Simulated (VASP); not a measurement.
HgTe: single point with PBE

HgTe:

```
CELL_PARAMETERS angstrom
0.00000 3.49104 3.15856
3.49104 0.00000 3.15856
3.49104 3.49104 0.00000
ATOMIC_POSITIONS crystal
Hg 0.00000 0.00000 0.00000
Te 0.75000 0.75000 0.75000
```

This cell differs from its parent crystal: strain +0.050 along x and y, -0.050 along z.

```yaml
Program: VASP 6.6.1
Task: single point
Functional: PBE
Potentials_or_basis: VASP PAW PBE potentials, release 64 (Hg, Te)
Cutoff: 520 eV
k_mesh: 16 × 16 × 16
Occupations: gaussian, width 0.15 eV
Spin: no spin polarisation
Dipole_correction: no
Further_INCAR_settings: ALGO = Normal; EDIFF = 1e-06; NBANDS = 16
```

```json
{"Pressure": "-1.4 GPa"}
```

Stress tensor (GPa, compression positive):
```
-1.90  0.00  0.00
 0.00 -1.90  0.00
 0.00  0.00 -0.55
```

Levels at points of the mesh, in eV from the Fermi level:
| k point | band 7 | band 8 | band 9 | band 10 | band 11 | band 12 |
| --- | --- | --- | --- | --- | --- | --- |
| (0.00, 0.00, 0.00) | -1.20 | -0.25 | -0.25 | -0.01 | 4.32 | 4.36 |
| (0.50, 0.00, 0.00) | -4.81 | -1.07 | -0.73 | 0.50 | 4.78 | 5.26 |
| (0.50, 0.50, 0.00) | -4.62 | -2.12 | -2.12 | 1.33 | 2.48 | 7.98 |
| (0.50, 0.00, 0.50) | -5.00 | -1.85 | -1.67 | 1.96 | 2.78 | 7.40 |

It took 5 min on 1 thread of AMD EPYC 7R13 Processor (Zen 3) (shared host), peak memory 0.53 GiB.

Caveat: the cell differs from its parent crystal (strain +0.050 along x and y, -0.050 along z); spin-orbit coupling is left out, which moves the levels of the heavy elements.
